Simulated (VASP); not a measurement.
# I (Fmmm) in VASP: notebook, part 2 of 2

VASP 6.6.1. The steps go on from the part before.

### Step 4. Single point, RPBE+D4

This run uses another cell than the first one, of 35.22 Å³/atom.

File INCAR:

```
PREC = Accurate ; ENCUT = 520
EDIFF = 1E-7 ; ISMEAR = -1
SIGMA = 0.05 ; LREAL = F
LASPH = T ; NELM = 60
ALGO = Normal ; ISIF = 2
LWAVE = F ; LCHARG = F
GGA = RP ; IVDW = 13
NBANDS = 10
```

File KPOINTS:

```
Automatic mesh
0
Gamma
  9 9 9
```

File POSCAR:

```
I
1.0
    0.0000000000      2.2573862067      3.4655021292
    2.2508498012      0.0000000000      3.4655021292
    2.2508498012      2.2573862067      0.0000000000
I
1
Direct
    0.0000000000      0.0000000000      0.0000000000
```

Run with:

```sh
$ cat potpaw_PBE.64/I/POTCAR > POTCAR
$ mpirun -np 1 vasp_std > vasp.out
```

It took 46 s on 1 thread of Intel Xeon 8259CL, shared host; peak memory 0.19 GiB.

The run converged. Its results:

```yaml
Free_energy: -1.7562 eV
Pressure: -0.1 GPa
Band_gap_on_the_k_mesh: zero (an odd number of electrons rules out a gap without spin polarisation)
Dispersion_energy_per_atom: -0.769 eV
```

Levels at points of the mesh, in eV from the Fermi level:
```csv
k point,band 1,band 2,band 3,band 4,band 5,band 6,band 7,band 8,band 9
"(0.00, 0.00, 0.00)",-14.27,-1.31,1.05,1.06,5.45,7.55,8.72,11.80,11.82
```

Caveat: the PAW data sets were made with another functional, which shifts forces and pressure a little; spin-orbit coupling is left out, which moves the levels of the heavy elements; an odd number of electrons without spin polarisation forces a metal; a magnetic or distorted state may lie lower.

### Step 5. Single point, revPBE+D3(BJ)

This run uses another cell than the first one, of 36.08 Å³/atom.

File INCAR:

```
ALGO     = Normal         # electronic algorithm
EDIFF    = 1E-6           # SCF threshold, eV
ENCUT    = 520            # plane-wave cutoff, eV
GGA      = RE             # functional
ISIF     = 2              # what is computed and relaxed
ISMEAR   = -1             # smearing method
IVDW     = 12             # dispersion correction
LASPH    = T              # aspherical terms in the spheres
LCHARG   = T              # write CHGCAR
LELF     = T              # ELF
LREAL    = F              # projectors in reciprocal space
LVHAR    = T            
LWAVE    = F              # write WAVECAR
NBANDS   = 10             # bands
NELM     = 60             # most SCF steps
PREC     = Accurate       # precision mode
SIGMA    = 0.05           # smearing width, eV
```

File KPOINTS:

```
k-points
0
Gamma
  9 9 9
```

File POSCAR:

```
I
1.0
    0.0000000000      2.2695062928      3.5474044959
    2.2409843598      0.0000000000      3.5474044959
    2.2409843598      2.2695062928      0.0000000000
I
1
Direct
    0.0000000000      0.0000000000      0.0000000000
```

Potentials or basis: VASP PAW PBE potentials, release 64 (I).

Run with:

```sh
$ cat potpaw_PBE.64/I/POTCAR > POTCAR
$ mpirun -np 1 vasp_std > vasp.out
```

OUTCAR:

```text
EDIFF = 1E-6
   ENCUT = 520
   GGA = RE
   ISIF = 2
   ISMEAR = -1
   IVDW = 12
   LASPH = T
   LREAL = F
   NELM = 60
   PREC = Accurate
 IVDW          = 12

 ion  position               nearest neighbor table
   1  0.000  0.000  0.000-

  LATTYP: Found a face centered orthorhombic cell.
 ALAT       =     4.4819687196
 B/A-ratio  =     1.0127274128
 C/A-ratio  =     1.5829670923

  Lattice vectors:
[... 490 lines left out ...]
      7      17.1479      0.00000
      8      20.4560      0.00000
      9      20.4758      0.00000
     10      21.8821      0.00000

 [... further k-points ...]

------------------------ aborting loop because EDIFF is reached ----------------------------------------

 Edisp (eV)   -0.69949

 E8    (eV) :    -0.4967

  FORCE on cell =-STRESS in cart. coord.  units (eV):
  Direction    XX          YY          ZZ          XY          YZ          ZX
  --------------------------------------------------------------------------------------
  -------------------------------------------------------------------------------------
  Total      -0.02129    -0.02519    -0.00202     0.00000     0.00000     0.00000
  in kB      -0.94533    -1.11850    -0.08991     0.00000     0.00000     0.00000
  external pressure =       -0.72 kB  Pullay stress =        0.00 kB

 VOLUME and BASIS-vectors are now :
 -----------------------------------------------------------------------------
  energy-cutoff  :      520.00
  volume of cell :       36.08
      direct lattice vectors                 reciprocal lattice vectors
     0.000000000  2.269506293  3.547404496    -0.223116238  0.220312233  0.140948122
     2.240984360  0.000000000  3.547404496     0.223116238 -0.220312233  0.140948122
     2.240984360  2.269506293  0.000000000     0.223116238  0.220312233 -0.140948122

 POSITION                                       TOTAL-FORCE (eV/Angst)
 -----------------------------------------------------------------------------------
      0.00000      0.00000      0.00000         0.000000      0.000000      0.000000
 -----------------------------------------------------------------------------------
    total drift:                                0.000000      0.000000     -0.000000

  FREE ENERGIE OF THE ION-ELECTRON SYSTEM (eV)
  ---------------------------------------------------
  free  energy   TOTEN  =        -1.7370262690 eV

  energy  without entropy=       -1.7312604077  energy(sigma->0) =       -1.73414334
```

OSZICAR:

```text
N       E                     dE             d eps       ncg     rms          rms(c)
DAV:   1     0.206709617897E+02    0.20671E+02   -0.24662E+03  2516   0.494E+02
DAV:   2    -0.195869084599E+00   -0.20867E+02   -0.20118E+02  3156   0.846E+01
DAV:   3    -0.105535475384E+01   -0.85949E+00   -0.85490E+00  3198   0.173E+01
DAV:   4    -0.106276943364E+01   -0.74147E-02   -0.74138E-02  3124   0.193E+00
DAV:   5    -0.106286967788E+01   -0.10024E-03   -0.10024E-03  3160   0.207E-01    0.520E+00
DAV:   6    -0.104417973658E+01    0.18690E-01   -0.16072E-02  2828   0.621E-01    0.320E+00
DAV:   7    -0.103756351870E+01    0.66162E-02   -0.33003E-02  2764   0.916E-01    0.118E-01
DAV:   8    -0.103752659357E+01    0.36925E-04   -0.18082E-03  2778   0.257E-01    0.386E-02
DAV:   9    -0.103753183481E+01   -0.52412E-05   -0.26914E-05  3256   0.377E-02    0.209E-02
DAV:  10    -0.103753626481E+01   -0.44300E-05   -0.65850E-06  2792   0.155E-02    0.279E-03
DAV:  11    -0.103753663425E+01   -0.36944E-06   -0.66114E-07  2804   0.468E-03
   1 F= -.17370263E+01 E0= -.17341433E+01  d E =-.576586E-02
```

stdout:

```text
POSCAR found type information on POSCAR I
 POSCAR found :  1 types and       1 ions
 scaLAPACK will be used
 -----------------------------------------------------------------------------
|                                                                             |
|                                                                             |
|     You enforced a specific xc type in the INCAR file but a different       |
|     I HOPE YOU KNOW WHAT YOU ARE DOING!                                     |
|                                                                             |
 -----------------------------------------------------------------------------

 LDA part: xc-table for (Slater+PW92), standard interpolation
 POSCAR, INCAR and KPOINTS ok, starting setup
 FFT: planning ... GRIDC
 FFT: planning ... GRID_SOFT
 FFT: planning ... GRID
 WAVECAR not read
 entering main loop
```

Run time: 38 s. Hardware: 1 thread of Intel Xeon 8259CL, shared host; peak memory 0.2 GiB.

Results:

```yaml
Free_energy: -1.7370 eV
Pressure: -0.1 GPa
Band_gap_on_the_k_mesh: zero (an odd number of electrons rules out a gap without spin polarisation)
Dispersion_energy_per_atom: -0.699 eV
```

Stress tensor (GPa, compression positive):
```
-0.09  0.00  0.00
 0.00 -0.11  0.00
 0.00  0.00 -0.01
```

Caveat: the PAW data sets were made with another functional, which shifts forces and pressure a little; spin-orbit coupling is left out, which moves the levels of the heavy elements; an odd number of electrons without spin polarisation forces a metal; a magnetic or distorted state may lie lower.

### Step 6. Single point, b88 exchange, pbe correlation

This run uses another cell than the first one, of 69.36 Å³/atom.

File INCAR:

```
PREC = Accurate
ENCUT = 500
EDIFF = 1E-6
ISMEAR = -1
SIGMA = 0.05
LREAL = False
LASPH = True
NELM = 120
ALGO = Normal
ISIF = 2
LWAVE = False
LCHARG = True
GGA = LIBXC
LIBXC1 = GGA_X_B88
LIBXC2 = GGA_C_PBE
LELF = True
LVHAR = True
NBANDS = 10
GGA_COMPAT = False
```

File KPOINTS:

```
regular mesh
0
Gamma
  9 9 9
```

File POSCAR:

```
I
1.0
    0.0000000000      2.2924740409      6.6108236388
    2.2882250658      0.0000000000      6.6108236388
    2.2882250658      2.2924740409      0.0000000000
I
1
Direct
    0.0000000000      0.0000000000      0.0000000000
```

Potentials or basis: VASP PAW PBE potentials, release 64 (I).

Run with:

```sh
$ cat potpaw_PBE.64/I/POTCAR > POTCAR
$ mpirun -np 1 vasp_std > vasp.out
```

Wall time 43 s (1 thread of Intel Xeon 6975P-C (Granite Rapids), shared host); peak memory 0.28 GiB.

Results (log left out):

| Quantity | Value |
| --- | --- |
| Free energy | -1.2591 eV |
| Pressure | 0.0 GPa |
| Band gap on the k mesh | zero (an odd number of electrons rules out a gap without spin polarisation) |

Levels at points of the mesh, in eV from the Fermi level:
| k point | band 1 | band 2 | band 3 | band 4 | band 5 | band 6 | band 7 | band 8 |
| --- | --- | --- | --- | --- | --- | --- | --- | --- |
| (0.00, 0.00, 0.00) | -13.69 | -3.00 | 0.74 | 0.75 | 4.32 | 7.19 | 7.69 | 9.84 |

Caveat: the PAW data sets were made with another functional, which shifts forces and pressure a little; spin-orbit coupling is left out, which moves the levels of the heavy elements; an odd number of electrons without spin polarisation forces a metal; a magnetic or distorted state may lie lower.

### Step 7. The runs side by side

```tsv
level	cell	cutoff (eV)	gap on the mesh (eV)	pressure (GPa)
BLYP+D3(BJ)	a = 4.250, b = 4.244, c = 3.239 Å, angles 67.7, 67.5, 44.8°, 1 atom	520	none	0.1
PBE	a = 5.157, b = 5.145, c = 3.238 Å, angles 71.9, 71.5, 36.6°, 1 atom	520	none	0.0
RPBE+D4	a = 4.136, b = 4.132, c = 3.188 Å, angles 67.4, 67.3, 45.4°, 1 atom	520	none	-0.1
revPBE+D3(BJ)	a = 4.211, b = 4.196, c = 3.189 Å, angles 68.0, 67.5, 44.6°, 1 atom	520	none	-0.1
b88 exchange, pbe correlation	a = 6.997, b = 6.996, c = 3.239 Å, angles 76.6, 76.6, 26.8°, 1 atom	500	none	0.0
```

Alike in all rows: task single point; potentials or basis VASP PAW PBE potentials, release 64 (I); no spin polarisation; k mesh 9 × 9 × 9; smearing fermi-dirac 0.05 eV.

Caveats: spin-orbit coupling is left out, which moves the levels of the heavy elements; an odd number of electrons without spin polarisation forces a metal; a magnetic or distorted state may lie lower; the PAW data sets were made with another functional, which shifts forces and pressure a little (at least some runs).

Absolute energies hang on the potentials; compare differences alone.
